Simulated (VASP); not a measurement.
# Zn (P6_3/mmc) in VASP: a series of runs, part 2 of 2

VASP 6.6.1.

**3. Single point, PBE**

This run uses another cell than the first one, of 15.32 Å³/atom.

INCAR

```
SYSTEM = Zn
PREC = Accurate
ENCUT = 520
EDIFF = 1E-6
ISMEAR = -1
SIGMA = 0.08
LREAL = .False.
LASPH = .True.
NELM = 60
ALGO = Normal
ISIF = 2
LWAVE = .False.
LCHARG = .False.
GGA = PE
NBANDS = 19
```

KPOINTS

```
Automatic mesh
0
Gamma
  18 18 10
  0 0 0
```

POSCAR

```
Zn
1.0
    2.6353843244      0.0000000000      0.0000000000
   -1.3176921622      2.2823097737      0.0000000000
    0.0000000000      0.0000000000      5.0927270444
Zn
2
Direct
    0.3333333333      0.6666666667      0.2500000000
    0.6666666667      0.3333333333      0.7500000000
```

Potentials or basis: VASP PAW PBE potentials, release 64 (Zn).

On the command line:

```sh
$ cat potpaw_PBE.64/Zn/POTCAR > POTCAR
$ mpirun -np 1 vasp_std > vasp.out
```

OUTCAR:

```text
SYSTEM = Zn
   PREC = Accurate
   ENCUT = 520
   EDIFF = 1E-6
   ISMEAR = -1
   LREAL = .False.
   LASPH = .True.
   NELM = 60
   ISIF = 2
   GGA = PE

 ion  position               nearest neighbor table
   1  0.333  0.667  0.250-   2 2.97   2 2.97   2 2.97   2 2.97   2 2.97   2 2.97
   2  0.667  0.333  0.750-   1 2.97   1 2.97   1 2.97   1 2.97   1 2.97   1 2.97

  LATTYP: Found a hexagonal cell.
 ALAT       =     2.6353843244
 C/A-ratio  =     1.9324418823

  Lattice vectors:

 A1 = (   2.6353843244,   0.0000000000,   0.0000000000)
 A2 = (  -1.3176921622,   2.2823097737,   0.0000000000)
 A3 = (   0.0000000000,   0.0000000000,   5.0927270444)

Analysis of symmetry for initial positions (statically):
=====================================================================
 Subroutine PRICEL returns:
 Original cell was already a primitive cell.

 Routine SETGRP: Setting up the symmetry group for a
 hexagonal supercell.

 Subroutine GETGRP returns: Found 24 space group operations
 (whereof 12 operations were pure point group operations)
 out of a pool of 24 trial point group operations.

The static configuration has the point symmetry D_3d.
 The point group associated with its full space group is D_6h.

Analysis of symmetry for dynamics (positions and initial velocities):
=====================================================================
 Subroutine PRICEL returns:
 Original cell was already a primitive cell.

 Routine SETGRP: Setting up the symmetry group for a
 hexagonal supercell.

 Subroutine GETGRP returns: Found 24 space group operations
 (whereof 12 operations were pure point group operations)
 out of a pool of 24 trial point group operations.

The dynamic configuration has the point symmetry D_3d.
 The point group associated with its full space group is D_6h.

 Subroutine INISYM returns: Found 24 space group operations
 (whereof 12 operations are pure point group operations),
 and found     1 'primitive' translations

----------------------------------------------------------------------------------------

                                     Primitive cell

  volume of cell :      30.6315

  direct lattice vectors                    reciprocal lattice vectors
     2.635384324  0.000000000  0.000000000     0.379451297  0.219076308  0.000000000
    -1.317692162  2.282309774  0.000000000     0.000000000  0.438152617  0.000000000
     0.000000000  0.000000000  5.092727044     0.000000000  0.000000000  0.196358452

  length of vectors
     2.635384324  2.635384324  5.092727044     0.438152617  0.438152617  0.196358452

  position of ions in fractional coordinates (direct lattice)
     0.333333333  0.666666667  0.250000000
     0.666666667  0.333333333  0.750000000

  ion indices of the primitive-cell ions
   primitive index   ion index
                 1           1
                 2           2

----------------------------------------------------------------------------------------

 KPOINTS: Automatic mesh

Automatic generation of k-mesh.
 Grid dimensions read from file:
 generate k-points for:   18   18   10

 Generating k-lattice:

  Cartesian coordinates                     Fractional coordinates (reciprocal lattice)
     0.021080628  0.012170906  0.000000000     0.055555556 -0.000000000  0.000000000
     0.000000000  0.024341812  0.000000000     0.000000000  0.055555556  0.000000000
     0.000000000  0.000000000  0.019635845     0.000000000  0.000000000  0.100000000

  Length of vectors
     0.024341812  0.024341812  0.019635845

  Shift w.r.t. Gamma in fractional coordinates (k-lattice)
     0.000000000  0.000000000  0.000000000

 Subroutine IBZKPT returns following result:
 ===========================================

 Found    222 irreducible k-points:

 Following reciprocal coordinates:
            Coordinates               Weight
  0.000000  0.000000  0.000000      1.000000
  0.055556 -0.000000  0.000000      6.000000
  0.111111 -0.000000  0.000000      6.000000
  0.166667  0.000000  0.000000      6.000000
  0.222222  0.000000  0.000000      6.000000
  0.277778  0.000000  0.000000      6.000000
[... 16 lines left out ...]
  0.333333  0.111111  0.000000     12.000000
  0.388889  0.111111  0.000000     12.000000
 [... further k-points ...]
   k-points           NKPTS =    222   k-points in BZ     NKDIM =    222   number of bands    NBANDS=     19
   number of dos      NEDOS =    301   number of ions     NIONS =      2
   total plane-waves  NPLWV =  16000
   dimension x,y,z NGX =    20 NGY =   20 NGZ =   40
   dimension x,y,z NGXF=    40 NGYF=   40 NGZF=   80
   ions per type =               2
   NGX,Y,Z   is equivalent  to a cutoff of  12.62, 12.62, 13.06 a.u.
   NGXF,Y,Z  is equivalent  to a cutoff of  25.23, 25.23, 26.12 a.u.
 SYSTEM =  Zn
   PREC   = accura    normal or accurate (medium, high low for compatibility)
   ISTART =      0    job   : 0-new  1-cont  2-samecut
   ICHARG =      2    charge: 1-file 2-atom 10-const
   ISPIN  =      1    spin polarized calculation?
   LNONCOLLINEAR =      F non collinear calculations
   LSORBIT =      F    spin-orbit coupling
   LASPH  =      T    aspherical Exc in radial PAW
   ENCUT  =  520.0 eV  38.22 Ry    6.18 a.u.   4.90  4.90  9.47*2*pi/ulx,y,z
   NELM   =     60;   NELMIN=  2; NELMDL= -5     # of ELM steps
   EDIFF  = 0.1E-05   stopping-criterion for ELM
   LREAL  =      F    real-space projection
   EDIFFG = 0.1E-04   stopping-criterion for IOM
   NSW    =      0    number of steps for IOM
   IBRION =     -1    ionic relax: 0-MD 1-quasi-New 2-CG
   NFREE  =      0    steps in history (QN), initial steepest desc. (CG)
   ISIF   =      2    stress and relaxation
   ISYM   =      2    0-nonsym 1-usesym 2-fastsym
   POTIM  = 0.5000    time-step for ionic-motion
   TEBEG  =    0.0;   TEEND  =   0.0 temperature during run
   PSTRESS=    0.0 pullay stress
   NELECT =      24.0000    total number of electrons
   NUPDOWN=      -1.0000    fix difference up-down
   EMIN   =  10.00;   EMAX   =-10.00  energy-range for DOS
   EFERMI =   0.00;   METHOD = LEGACY
   ISMEAR =    -1;   SIGMA  =   0.08  broadening in eV -4-tet -1-fermi 0-gaus
   EFERMI_NEDOS =   21; number of points for ismear=-14 and -15
   IALGO  =     38    algorithm
   IMIX   =      4    mixing-type and parameters
     AMIX     =   0.40;   BMIX     =  1.00
     AMIX_MAG =   1.60;   BMIX_MAG =  1.00
  volume/ion in A,a.u.               =      15.32       103.36
  Fermi-wavevector in a.u.,A,eV,Ry     =   1.509231  2.852032 30.991037  2.277777
  Thomas-Fermi vector in A             =   2.619580
   LORBIT       =      0    0 simple, 1 ext, 2 COOP (PROOUT), +10 PAW based schemes
   GGA     = PE    functional components
   LHFCALC =     F    Hartree Fock is set to
   AEXX    =    0.0000 exact exchange contribution
   IVDW    =     0    specifies the selected vdW correction
   LEPSILON=     F    determine dielectric tensor
   LRPA    =     F    only Hartree local field effects (RPA)
 non-spin polarized calculation
  energy-cutoff  :      520.00
  volume of cell :       30.63
 maximum number of plane-waves:       849
 NGX is ok and might be reduce to    20
   NGX =  9   NGY =  9   NGZ = 19

 number of electron      24.0000003 magnetization

 Free energy of the ion-electron system (eV)
  ---------------------------------------------------
  ext. energy  EPLUGINS =         0.00000000
  ---------------------------------------------------
  free energy    TOTEN  =        -2.22556665 eV

  energy without entropy =       -2.21943382  energy(sigma->0) =       -2.22250024

 E-fermi :   3.0226     XC(G=0): -11.5046

 val. band max:        2.9933354628   @ k =   0.2778   0.1667   0.0000
 cond. band min:       3.0472098851   @ k =   0.2778   0.2778   0.3000
 fundamental gap:      0.0538744224
 Fermi energy:         3.0225584881

 k-point     1 :       0.0000    0.0000    0.0000
  band No.  band energies     occupation
      1      -7.3010      2.00000
      2      -5.6154      2.00000
      3      -4.9046      2.00000
      4      -4.6333      2.00000
      5      -4.6333      2.00000
      6      -4.5930      2.00000
[... 11 lines left out ...]
     18      22.7540      0.00000
     19      22.7860      0.00000
[... 485 lines left out ...]
 k-point    24 :       0.3889    0.1111    0.0000
  band No.  band energies     occupation
      1      -5.2735      2.00000
      2      -5.1831      2.00000
      3      -5.0613      2.00000
      4      -4.6539      2.00000
      5      -4.4715      2.00000
      6      -4.4705      2.00000
[... 11 lines left out ...]
     18      16.0208      0.00000
     19      17.5729      0.00000

 [... further k-points ...]

------------------------ aborting loop because EDIFF is reached ----------------------------------------

  FORCE on cell =-STRESS in cart. coord.  units (eV):
  Direction    XX          YY          ZZ          XY          YZ          ZX
  --------------------------------------------------------------------------------------
  -------------------------------------------------------------------------------------
  Total        0.0884851      0.0884851      0.0292472     -0.0000000     -0.0000000      0.0000000
  in kB        4.6281951      4.6281951      1.5297713     -0.0000000     -0.0000000      0.0000000
  external PRESSURE =       3.5953872 kB  Pullay stress =       0.0000000 kB

 VOLUME and BASIS-vectors are now :
 -----------------------------------------------------------------------------
  energy-cutoff  :      520.00
  volume of cell :       30.63
      direct lattice vectors                 reciprocal lattice vectors
     2.635384324  0.000000000  0.000000000     0.379451297  0.219076308  0.000000000
    -1.317692162  2.282309774  0.000000000     0.000000000  0.438152617  0.000000000
     0.000000000  0.000000000  5.092727044     0.000000000  0.000000000  0.196358452

 POSITION                                       TOTAL-FORCE (eV/Angst)
 -----------------------------------------------------------------------------------
     -0.00000      1.52154      1.27318        -0.000000      0.000000      0.000000
      1.31769      0.76077      3.81955         0.000000     -0.000000      0.000000
 -----------------------------------------------------------------------------------
    total drift:                                0.000000     -0.000000      0.000000

  FREE ENERGIE OF THE ION-ELECTRON SYSTEM (eV)
  ---------------------------------------------------
  free  energy   TOTEN  =        -2.2255666545 eV

  energy  without entropy=       -2.2194338191  energy(sigma->0) =       -2.22250024
```

OSZICAR:

```text
N       E                     dE             d eps       ncg     rms          rms(c)
DAV:   1     0.114300098563E+03    0.11430E+03   -0.12322E+04  8660   0.200E+03
DAV:   2     0.277360370115E+01   -0.11153E+03   -0.10775E+03  8512   0.296E+02
DAV:   3    -0.240459261490E+01   -0.51782E+01   -0.51588E+01  9383   0.702E+01
DAV:   4    -0.243532377871E+01   -0.30731E-01   -0.30723E-01  9298   0.562E+00
DAV:   5    -0.243536397725E+01   -0.40199E-04   -0.40199E-04  9163   0.184E-01    0.396E+00
DAV:   6    -0.223885692539E+01    0.19651E+00   -0.77562E-01  9399   0.185E+01    0.296E+00
DAV:   7    -0.222993232042E+01    0.89246E-02   -0.26457E-02 10570   0.272E+00    0.153E+00
DAV:   8    -0.222554802825E+01    0.43843E-02   -0.19356E-03 11277   0.664E-01    0.487E-02
DAV:   9    -0.222556326942E+01   -0.15241E-04   -0.25937E-04 11135   0.203E-01    0.351E-02
DAV:  10    -0.222556679681E+01   -0.35274E-05   -0.23507E-05  8904   0.571E-02    0.282E-03
DAV:  11    -0.222556665451E+01    0.14231E-06   -0.10129E-07  5491   0.330E-03
   1 F= -.22255667E+01 E0= -.22225002E+01  d E =-.613284E-02
```

stdout:

```text
POSCAR found type information on POSCAR Zn
 POSCAR found :  1 types and       2 ions
 scaLAPACK will be used
 LDA part: xc-table for (Slater+PW92), standard interpolation
 POSCAR, INCAR and KPOINTS ok, starting setup
 FFT: planning ... GRIDC
 FFT: planning ... GRID_SOFT
 FFT: planning ... GRID
 WAVECAR not read
 entering main loop
```

Run time: 1.8 min. Hardware: 1 thread of Intel Xeon 8259CL, shared host; peak memory 0.22 GiB.

Results:

```yaml
Free_energy: -2.2256 eV
Pressure: 0.4 GPa
Band_gap_on_the_k_mesh: zero (bands 12 and 13 overlap by 5.25 eV)
```

Levels at points of the mesh, in eV from the Fermi level:
```tsv
k point	band 8	band 9	band 10	band 11	band 12	band 13	band 14	band 15	band 16	band 17
(0.00, 0.00, 0.00)	-7.23	-7.23	-7.07	-7.07	-3.73	-3.46	12.29	16.11	18.21	18.21
(0.50, 0.00, 0.00)	-7.10	-6.85	-6.84	-2.65	-1.93	2.40	3.60	3.88	5.68	10.71
(0.00, 0.00, 0.50)	-7.60	-7.14	-7.14	-7.14	-7.14	3.87	3.87	19.40	19.40	19.40
(0.50, 0.00, 0.50)	-7.11	-6.84	-6.84	-1.75	-1.75	0.29	0.29	9.63	9.63	12.38
```

**4. Single point, PBE (z stretched by +2 % at fixed volume)**

INCAR

```
SYSTEM = Zn
PREC = Accurate
ENCUT = 520
EDIFF = 1E-6
ISMEAR = -1
SIGMA = 0.08
LREAL = .FALSE.
LASPH = .TRUE.
NELM = 100
ALGO = Normal
ISIF = 2
LWAVE = .FALSE.
LCHARG = .FALSE.
GGA = PE
NBANDS = 19
```

KPOINTS

```
regular mesh
0
G
  18 18 10
  0 0 0
```

POSCAR

```
Zn
1.0
    2.6094193137      0.0000000000      0.0000000000
   -1.3047096568      2.2598234148      0.0000000000
    0.0000000000      0.0000000000      5.1945815853
Zn
2
Direct
    0.3333333333      0.6666666667      0.2500000000
    0.6666666667      0.3333333333      0.7500000000
```

On the command line:

```sh
$ cat potpaw_PBE.64/Zn/POTCAR > POTCAR
$ mpirun -np 1 vasp_std > vasp.out
```

It took 1.9 min on 1 thread of Intel Xeon 8259CL, shared host; peak memory 0.22 GiB.

Results (log left out):

```
Free energy            : -2.2187 eV
Pressure               : 1.3 GPa
Band gap on the k mesh : zero (bands 12 and 13 overlap by 5.56 eV)
```

Stress tensor (GPa, compression positive):
```
 2.38  0.00  0.00
 0.00  2.38  0.00
 0.00  0.00 -0.86
```

Levels at points of the mesh, in eV from the Fermi level:
```tsv
k point	band 8	band 9	band 10	band 11	band 12	band 13	band 14	band 15	band 16	band 17
(0.00, 0.00, 0.00)	-7.14	-7.14	-6.99	-6.99	-3.75	-3.69	11.45	15.39	18.92	18.92
(0.50, 0.00, 0.00)	-7.04	-6.75	-6.74	-2.47	-1.71	2.33	3.72	3.85	5.75	11.23
(0.00, 0.00, 0.50)	-7.54	-7.06	-7.06	-7.06	-7.06	3.44	3.44	20.06	20.06	20.06
(0.50, 0.00, 0.50)	-7.05	-6.75	-6.75	-1.62	-1.62	0.50	0.50	9.38	9.38	12.81
```

Caveat: the cell differs from its parent crystal (z stretched by +2 % at fixed volume).

**5. The runs side by side**

```csv
cell,gap on the mesh (eV),pressure (GPa)
"a = 2.556, b = 2.556, c = 5.093 Å, angles 90.0, 90.0, 120.0°, 2 atoms",none,7.0
"a = 2.635, b = 2.635, c = 5.093 Å, angles 90.0, 90.0, 120.0°, 2 atoms",none,0.4
"a = 2.609, b = 2.609, c = 5.195 Å, angles 90.0, 90.0, 120.0°, 2 atoms",none,1.3
```

Alike in all rows: task single point; level PBE; potentials or basis VASP PAW PBE potentials, release 64 (Zn); no spin polarisation; k mesh 18 × 18 × 10; cutoff (eV) 520; smearing fermi-dirac 0.08 eV.

Caveats: the stress differs along the axes, from 2 to 9 GPa (at least some runs).

Total energies depend on the potentials used, so only differences within one code and one set of settings carry meaning.

The gap in the log of VASP goes by the Fermi energy; the results here count the filled bands.